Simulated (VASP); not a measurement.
# Cs (Fm-3m) in VASP: notebook

Runs on Cs. Level: PBE. Tasks: single point.

All numbers are computed with VASP 6.6.1; they aren't measurements. Logs are shortened: lines on timing, memory, paths and dates and some standing lists are left out, and cuts for length are marked.

## 1. The cell of the first run

The structure is cubic, space group Fm-3m (No. 225). Conventional cell: a = 7.045 Å, b = 7.045 Å, c = 7.045 Å, α = 90.00°, β = 90.00°, γ = 90.00°.

This isn't the form of Cs at room conditions, which is bcc.

## 2. Single point, PBE (87.41 Å³/atom)

Contents of INCAR:

```
SYSTEM = Cs
PREC = Accurate ; ENCUT = 520
EDIFF = 1E-6 ; ISMEAR = -1
SIGMA = 0.05 ; LREAL = .FALSE.
LASPH = .TRUE. ; NELM = 60
ALGO = Normal ; ISIF = 2
LWAVE = .FALSE. ; LCHARG = .TRUE.
GGA = PE ; LELF = .TRUE.
LVHAR = .TRUE. ; NBANDS = 10
```

Contents of KPOINTS:

```
Automatic mesh
0
G
  10 10 10
  0 0 0
```

Contents of POSCAR:

```
Cs
1.0
    0.0000000000      3.5224643502      3.5224643502
    3.5224643502      0.0000000000      3.5224643502
    3.5224643502      3.5224643502      0.0000000000
Cs
1
Direct
    0.0000000000      0.0000000000      0.0000000000
```

Potentials or basis: VASP PAW PBE potentials, release 64 (Cs_sv).

The run is started by

```
$ cat potpaw_PBE.64/Cs_sv/POTCAR > POTCAR
$ mpirun -np 1 vasp_std > vasp.out
```

OUTCAR:

```text
SYSTEM = Cs
   PREC = Accurate
   ENCUT = 520
   EDIFF = 1E-6
   ISMEAR = -1
   LREAL = .FALSE.
   LASPH = .TRUE.
   NELM = 60
   ISIF = 2
   GGA = PE

 ion  position               nearest neighbor table
   1  0.000  0.000  0.000-

  LATTYP: Found a face centered cubic cell.
 ALAT       =     7.0449287004

  Lattice vectors:

 A1 = (   0.0000000000,   3.5224643502,   3.5224643502)
 A2 = (   3.5224643502,   0.0000000000,   3.5224643502)
 A3 = (   3.5224643502,   3.5224643502,   0.0000000000)

Analysis of symmetry for initial positions (statically):
=====================================================================
 Subroutine PRICEL returns:
 Original cell was already a primitive cell.

 Routine SETGRP: Setting up the symmetry group for a
 face centered cubic supercell.

 Subroutine GETGRP returns: Found 48 space group operations
 (whereof 48 operations were pure point group operations)
 out of a pool of 48 trial point group operations.

The static configuration has the point symmetry O_h .

Analysis of symmetry for dynamics (positions and initial velocities):
=====================================================================
 Subroutine PRICEL returns:
 Original cell was already a primitive cell.

 Routine SETGRP: Setting up the symmetry group for a
 face centered cubic supercell.

 Subroutine GETGRP returns: Found 48 space group operations
 (whereof 48 operations were pure point group operations)
 out of a pool of 48 trial point group operations.

The dynamic configuration has the point symmetry O_h .

 Subroutine INISYM returns: Found 48 space group operations
 (whereof 48 operations are pure point group operations),
 and found     1 'primitive' translations

----------------------------------------------------------------------------------------

                                     Primitive cell

  volume of cell :      87.4118

  direct lattice vectors                    reciprocal lattice vectors
     0.000000000  3.522464350  3.522464350    -0.141946078  0.141946078  0.141946078
     3.522464350  0.000000000  3.522464350     0.141946078 -0.141946078  0.141946078
     3.522464350  3.522464350  0.000000000     0.141946078  0.141946078 -0.141946078

  length of vectors
     4.981516857  4.981516857  4.981516857     0.245857819  0.245857819  0.245857819

  position of ions in fractional coordinates (direct lattice)
     0.000000000  0.000000000  0.000000000

  ion indices of the primitive-cell ions
   primitive index   ion index
                 1           1

----------------------------------------------------------------------------------------

 KPOINTS: Automatic mesh

Automatic generation of k-mesh.
 Grid dimensions read from file:
 generate k-points for:   10   10   10

 Generating k-lattice:

  Cartesian coordinates                     Fractional coordinates (reciprocal lattice)
    -0.014194608  0.014194608  0.014194608     0.100000000  0.000000000  0.000000000
     0.014194608 -0.014194608  0.014194608     0.000000000  0.100000000  0.000000000
     0.014194608  0.014194608 -0.014194608     0.000000000  0.000000000  0.100000000

  Length of vectors
     0.024585782  0.024585782  0.024585782

  Shift w.r.t. Gamma in fractional coordinates (k-lattice)
     0.000000000  0.000000000  0.000000000

 Subroutine IBZKPT returns following result:
 ===========================================

 Found     47 irreducible k-points:

 Following reciprocal coordinates:
            Coordinates               Weight
  0.000000  0.000000  0.000000      1.000000
  0.100000  0.000000  0.000000      8.000000
  0.200000  0.000000  0.000000      8.000000
  0.300000  0.000000  0.000000      8.000000
  0.400000  0.000000  0.000000      8.000000
  0.500000  0.000000  0.000000      4.000000
[... 16 lines left out ...]
  0.300000  0.300000  0.000000      6.000000
  0.400000  0.300000  0.000000     24.000000
 [... further k-points ...]
   k-points           NKPTS =     47   k-points in BZ     NKDIM =     47   number of bands    NBANDS=     10
   number of dos      NEDOS =    301   number of ions     NIONS =      1
   total plane-waves  NPLWV =  64000
   dimension x,y,z NGX =    40 NGY =   40 NGZ =   40
   dimension x,y,z NGXF=    80 NGYF=   80 NGZF=   80
   ions per type =               1
   NGX,Y,Z   is equivalent  to a cutoff of  13.35, 13.35, 13.35 a.u.
   NGXF,Y,Z  is equivalent  to a cutoff of  26.70, 26.70, 26.70 a.u.
 SYSTEM =  Cs
   PREC   = accura    normal or accurate (medium, high low for compatibility)
   ISTART =      0    job   : 0-new  1-cont  2-samecut
   ICHARG =      2    charge: 1-file 2-atom 10-const
   ISPIN  =      1    spin polarized calculation?
   LNONCOLLINEAR =      F non collinear calculations
   LSORBIT =      F    spin-orbit coupling
   LASPH  =      T    aspherical Exc in radial PAW
   ENCUT  =  520.0 eV  38.22 Ry    6.18 a.u.   9.26  9.26  9.26*2*pi/ulx,y,z
   NELM   =     60;   NELMIN=  2; NELMDL= -5     # of ELM steps
   EDIFF  = 0.1E-05   stopping-criterion for ELM
   LREAL  =      F    real-space projection
   EDIFFG = 0.1E-04   stopping-criterion for IOM
   NSW    =      0    number of steps for IOM
   IBRION =     -1    ionic relax: 0-MD 1-quasi-New 2-CG
   NFREE  =      0    steps in history (QN), initial steepest desc. (CG)
   ISIF   =      2    stress and relaxation
   ISYM   =      2    0-nonsym 1-usesym 2-fastsym
   POTIM  = 0.5000    time-step for ionic-motion
   TEBEG  =    0.0;   TEEND  =   0.0 temperature during run
   PSTRESS=    0.0 pullay stress
   NELECT =       9.0000    total number of electrons
   NUPDOWN=      -1.0000    fix difference up-down
   EMIN   =  10.00;   EMAX   =-10.00  energy-range for DOS
   EFERMI =   0.00;   METHOD = LEGACY
   ISMEAR =    -1;   SIGMA  =   0.05  broadening in eV -4-tet -1-fermi 0-gaus
   EFERMI_NEDOS =   21; number of points for ismear=-14 and -15
   IALGO  =     38    algorithm
   IMIX   =      4    mixing-type and parameters
     AMIX     =   0.40;   BMIX     =  1.00
     AMIX_MAG =   1.60;   BMIX_MAG =  1.00
  volume/ion in A,a.u.               =      87.41       589.88
  Fermi-wavevector in a.u.,A,eV,Ry     =   0.767301  1.449989  8.010440  0.588751
  Thomas-Fermi vector in A             =   1.867827
   LORBIT       =      0    0 simple, 1 ext, 2 COOP (PROOUT), +10 PAW based schemes
   GGA     = PE    functional components
   LHFCALC =     F    Hartree Fock is set to
   AEXX    =    0.0000 exact exchange contribution
   IVDW    =     0    specifies the selected vdW correction
   LEPSILON=     F    determine dielectric tensor
   LRPA    =     F    only Hartree local field effects (RPA)
 non-spin polarized calculation
  energy-cutoff  :      520.00
  volume of cell :       87.41
 maximum number of plane-waves:      2397
 NGX is ok and might be reduce to    40
   NGX = 19   NGY = 19   NGZ = 19

 number of electron       8.9999999 magnetization

 Free energy of the ion-electron system (eV)
  ---------------------------------------------------
  ext. energy  EPLUGINS =         0.00000000
  ---------------------------------------------------
  free energy    TOTEN  =        -0.78309534 eV

  energy without entropy =       -0.76906185  energy(sigma->0) =       -0.77607859

 E-fermi :   1.2411     XC(G=0):  -6.1494

 val. band max:        1.2077439415   @ k =   0.5000   0.2000   0.1000
 cond. band min:       1.2636886941   @ k =   0.5000   0.5000   0.0000
 fundamental gap:      0.0559447526
 Fermi energy:         1.2410931740

 k-point     1 :       0.0000    0.0000    0.0000
  band No.  band energies     occupation
      1     -22.4978      2.00000
      2      -9.1710      2.00000
      3      -9.1710      2.00000
      4      -9.1710      2.00000
      5      -0.7057      2.00000
      6       3.8294      0.00000
      7       3.8294      0.00000
      8       3.8294      0.00000
      9       5.2259      0.00000
     10       5.2259      0.00000

 k-point     2 :       0.1000    0.0000    0.0000
  band No.  band energies     occupation
      1     -22.4957      2.00000
      2      -9.2051      2.00000
      3      -9.1751      2.00000
      4      -9.1751      2.00000
      5      -0.5654      2.00000
      6       3.5935      0.00000
      7       3.8938      0.00000
      8       3.8938      0.00000
      9       5.1004      0.00000
     10       5.1004      0.00000

 k-point     3 :       0.2000    0.0000    0.0000
  band No.  band energies     occupation
      1     -22.4902      2.00000
      2      -9.2923      2.00000
      3      -9.1860      2.00000
      4      -9.1860      2.00000
      5      -0.1766      2.00000
      6       3.1424      0.00000
      7       3.9741      0.00000
      8       3.9741      0.00000
      9       5.0009      0.00000
     10       5.0009      0.00000

 k-point     4 :       0.3000    0.0000    0.0000
  band No.  band energies     occupation
      1     -22.4834      2.00000
      2      -9.3956      2.00000
      3      -9.1994      2.00000
      4      -9.1994      2.00000
      5       0.3637      2.00000
      6       2.7373      0.00000
      7       3.8663      0.00000
      8       3.8663      0.00000
      9       5.3148      0.00000
     10       5.3148      0.00000
[... 222 lines left out ...]
 k-point    22 :      -0.2000    0.2000    0.0000
  band No.  band energies     occupation
      1     -22.4811      2.00000
      2      -9.3790      2.00000
      3      -9.2636      2.00000
      4      -9.1976      2.00000
      5       0.5850      2.00000
      6       2.7747      0.00000
      7       3.2680      0.00000
      8       4.2421      0.00000
      9       4.5685      0.00000
     10       6.0653      0.00000

 k-point    23 :       0.3000    0.3000    0.0000
  band No.  band energies     occupation
      1     -22.4787      2.00000
      2      -9.3842      2.00000
      3      -9.2490      2.00000
      4      -9.2490      2.00000
      5       0.6686      1.99998
      6       2.4889      0.00000
      7       3.2388      0.00000
      8       4.7302      0.00000
      9       4.7302      0.00000
     10       5.8475      0.00000

 k-point    24 :       0.4000    0.3000    0.0000
  band No.  band energies     occupation
      1     -22.4744      2.00000
      2      -9.4267      2.00000
      3      -9.2730      2.00000
      4      -9.2621      2.00000
      5       1.0369      1.96690
      6       2.3364      0.00000
      7       3.0196      0.00000
      8       4.8445      0.00000
      9       5.1585      0.00000
     10       6.1803      0.00000

 [... further k-points ...]

------------------------ aborting loop because EDIFF is reached ----------------------------------------

  FORCE on cell =-STRESS in cart. coord.  units (eV):
  Direction    XX          YY          ZZ          XY          YZ          ZX
  --------------------------------------------------------------------------------------
  -------------------------------------------------------------------------------------
  Total        0.5079344      0.5079344      0.5079344     -0.0000000      0.0000000     -0.0000000
  in kB        9.3099733      9.3099733      9.3099733     -0.0000000      0.0000000     -0.0000000
  external PRESSURE =       9.3099733 kB  Pullay stress =       0.0000000 kB

 VOLUME and BASIS-vectors are now :
 -----------------------------------------------------------------------------
  energy-cutoff  :      520.00
  volume of cell :       87.41
      direct lattice vectors                 reciprocal lattice vectors
     0.000000000  3.522464350  3.522464350    -0.141946078  0.141946078  0.141946078
     3.522464350  0.000000000  3.522464350     0.141946078 -0.141946078  0.141946078
     3.522464350  3.522464350  0.000000000     0.141946078  0.141946078 -0.141946078

 POSITION                                       TOTAL-FORCE (eV/Angst)
 -----------------------------------------------------------------------------------
      0.00000      0.00000      0.00000         0.000000      0.000000      0.000000
 -----------------------------------------------------------------------------------
    total drift:                               -0.000000     -0.000000     -0.000000

  FREE ENERGIE OF THE ION-ELECTRON SYSTEM (eV)
  ---------------------------------------------------
  free  energy   TOTEN  =        -0.7830953368 eV

  energy  without entropy=       -0.7690618469  energy(sigma->0) =       -0.77607859
```

It took 23 s on 1 thread of Intel Xeon 6975P-C (Granite Rapids), shared host; peak memory 0.24 GiB.

Results:

```
Free energy            : -0.7831 eV
Pressure               : 0.9 GPa
Band gap on the k mesh : zero (an odd number of electrons rules out a gap without spin polarisation)
```

Levels at points of the mesh, in eV from the Fermi level:
| k point | band 2 | band 3 | band 4 | band 5 | band 6 | band 7 | band 8 | band 9 |
| --- | --- | --- | --- | --- | --- | --- | --- | --- |
| (0.00, 0.00, 0.00) | -10.41 | -10.41 | -10.41 | -1.95 | 2.59 | 2.59 | 2.59 | 3.98 |
| (0.50, 0.00, 0.00) | -10.75 | -10.46 | -10.46 | -0.14 | 1.13 | 2.40 | 2.40 | 5.04 |
| (0.50, 0.50, 0.00) | -10.72 | -10.53 | -10.53 | 0.02 | 0.84 | 2.00 | 4.94 | 4.94 |

Caveat: spin-orbit coupling is left out, which moves the levels of the heavy elements.

## 3. Single point, PBE (87.41 Å³/atom)

Contents of INCAR:

```
ALGO     = Normal         # electronic algorithm
EDIFF    = 1E-6           # SCF threshold, eV
ENCUT    = 520            # plane-wave cutoff, eV
GGA      = PE             # functional
ISIF     = 2              # what is computed and relaxed
ISMEAR   = -1             # smearing method
LASPH    = True           # aspherical terms in the spheres
LCHARG   = False          # write CHGCAR
LREAL    = False          # projectors in reciprocal space
LWAVE    = False          # write WAVECAR
NBANDS   = 10             # bands
NELM     = 60             # most SCF steps
PREC     = Accurate       # precision mode
SIGMA    = 0.05           # smearing width, eV
```

Contents of KPOINTS:

```
k-points
0
Gamma
  10 10 10
```

POSCAR is that of step 2.

Potentials or basis: VASP PAW PBE potentials, release 64 (Cs_sv).

The run is started by

```
$ cat potpaw_PBE.64/Cs_sv/POTCAR > POTCAR
$ mpirun -np 1 vasp_std > vasp.out
```

OUTCAR:

```text
EDIFF = 1E-6
   ENCUT = 520
   GGA = PE
   ISIF = 2
   ISMEAR = -1
   LASPH = True
   LREAL = False
   NELM = 60
   PREC = Accurate

 ion  position               nearest neighbor table
   1  0.000  0.000  0.000-

  LATTYP: Found a face centered cubic cell.
 ALAT       =     7.0449287004

  Lattice vectors:

 A1 = (   0.0000000000,   3.5224643502,   3.5224643502)
 A2 = (   3.5224643502,   0.0000000000,   3.5224643502)
 A3 = (   3.5224643502,   3.5224643502,   0.0000000000)

Analysis of symmetry for initial positions (statically):
=====================================================================
 Subroutine PRICEL returns:
 Original cell was already a primitive cell.

 Routine SETGRP: Setting up the symmetry group for a
 face centered cubic supercell.

 Subroutine GETGRP returns: Found 48 space group operations
 (whereof 48 operations were pure point group operations)
 out of a pool of 48 trial point group operations.

The static configuration has the point symmetry O_h .

Analysis of symmetry for dynamics (positions and initial velocities):
[... 164 lines left out ...]
 k-point     1 :       0.0000    0.0000    0.0000
  band No.  band energies     occupation
      1     -22.4978      2.00000
      2      -9.1710      2.00000
      3      -9.1710      2.00000
      4      -9.1710      2.00000
      5      -0.7057      2.00000
      6       3.8294      0.00000
      7       3.8294      0.00000
      8       3.8294      0.00000
      9       5.2259      0.00000
     10       5.2259      0.00000
[... 287 lines left out ...]
 k-point    24 :       0.4000    0.3000    0.0000
  band No.  band energies     occupation
      1     -22.4744      2.00000
      2      -9.4267      2.00000
      3      -9.2730      2.00000
      4      -9.2621      2.00000
      5       1.0369      1.96690
      6       2.3364      0.00000
      7       3.0196      0.00000
      8       4.8445      0.00000
      9       5.1585      0.00000
     10       6.1803      0.00000

 [... further k-points ...]

------------------------ aborting loop because EDIFF is reached ----------------------------------------

  FORCE on cell =-STRESS in cart. coord.  units (eV):
  Direction    XX          YY          ZZ          XY          YZ          ZX
  --------------------------------------------------------------------------------------
  -------------------------------------------------------------------------------------
  Total        0.5079344      0.5079344      0.5079344     -0.0000000      0.0000000     -0.0000000
  in kB        9.3099733      9.3099733      9.3099733     -0.0000000      0.0000000     -0.0000000
  external PRESSURE =       9.3099733 kB  Pullay stress =       0.0000000 kB

 VOLUME and BASIS-vectors are now :
 -----------------------------------------------------------------------------
  energy-cutoff  :      520.00
  volume of cell :       87.41
      direct lattice vectors                 reciprocal lattice vectors
     0.000000000  3.522464350  3.522464350    -0.141946078  0.141946078  0.141946078
     3.522464350  0.000000000  3.522464350     0.141946078 -0.141946078  0.141946078
     3.522464350  3.522464350  0.000000000     0.141946078  0.141946078 -0.141946078

 POSITION                                       TOTAL-FORCE (eV/Angst)
 -----------------------------------------------------------------------------------
      0.00000      0.00000      0.00000         0.000000      0.000000      0.000000
 -----------------------------------------------------------------------------------
    total drift:                               -0.000000     -0.000000     -0.000000

  FREE ENERGIE OF THE ION-ELECTRON SYSTEM (eV)
  ---------------------------------------------------
  free  energy   TOTEN  =        -0.7830953368 eV

  energy  without entropy=       -0.7690618469  energy(sigma->0) =       -0.77607859
```

stdout:

```text
POSCAR found type information on POSCAR Cs
 POSCAR found :  1 types and       1 ions
 scaLAPACK will be used
 LDA part: xc-table for (Slater+PW92), standard interpolation
 POSCAR, INCAR and KPOINTS ok, starting setup
 FFT: planning ... GRIDC
 FFT: planning ... GRID_SOFT
 FFT: planning ... GRID
 WAVECAR not read
 entering main loop
```

Wall time 25 s (1 thread of Intel Xeon 6975P-C (Granite Rapids), shared host); peak memory 0.24 GiB.

What came out:

```
Free energy            : -0.7831 eV
Pressure               : 0.9 GPa
Band gap on the k mesh : zero (an odd number of electrons rules out a gap without spin polarisation)
```

Caveat: spin-orbit coupling is left out, which moves the levels of the heavy elements.

## 4. Single point, PBE (99.07 Å³/atom)

This run uses another cell than the first one, of 99.07 Å³/atom.

Contents of INCAR:

```
PREC = Accurate
ENCUT = 520
EDIFF = 1E-6
ISMEAR = -1
SIGMA = 0.05
LREAL = F
LASPH = T
NELM = 100
ALGO = Normal
ISIF = 2
LWAVE = F
LCHARG = F
GGA = PE
NBANDS = 10
```

Contents of KPOINTS:

```
regular mesh
0
Gamma
  10 10 10
```

Contents of POSCAR:

```
Cs
1.0
    0.0000000000      3.6725340175      3.6725340175
    3.6725340175      0.0000000000      3.6725340175
    3.6725340175      3.6725340175      0.0000000000
Cs
1
Direct
    0.0000000000      0.0000000000      0.0000000000
```

The run is started by

```
$ cat potpaw_PBE.64/Cs_sv/POTCAR > POTCAR
$ mpirun -np 1 vasp_std > vasp.out
```

Run time: 28 s. Hardware: 1 thread of Intel Xeon 6975P-C (Granite Rapids), shared host; peak memory 0.23 GiB.

The run converged. Its results:

| Item | Value |
| --- | --- |
| Free energy | -0.8326 eV |
| Pressure | 0.4 GPa |
| Band gap on the k mesh | zero (an odd number of electrons rules out a gap without spin polarisation) |

Levels at points of the mesh, in eV from the Fermi level:
| k point | band 1 | band 2 | band 3 | band 4 | band 5 | band 6 | band 7 | band 8 | band 9 | band 10 |
| --- | --- | --- | --- | --- | --- | --- | --- | --- | --- | --- |
| (0.00, 0.00, 0.00) | -23.77 | -10.49 | -10.49 | -10.49 | -1.82 | 2.53 | 2.53 | 2.53 | 3.78 | 3.78 |
| (0.50, 0.00, 0.00) | -23.76 | -10.71 | -10.52 | -10.52 | -0.08 | 0.94 | 2.37 | 2.37 | 4.70 | 4.71 |
| (0.50, 0.50, 0.00) | -23.76 | -10.70 | -10.57 | -10.57 | 0.16 | 0.95 | 1.71 | 4.50 | 4.50 | 4.72 |

Caveat: spin-orbit coupling is left out, which moves the levels of the heavy elements.
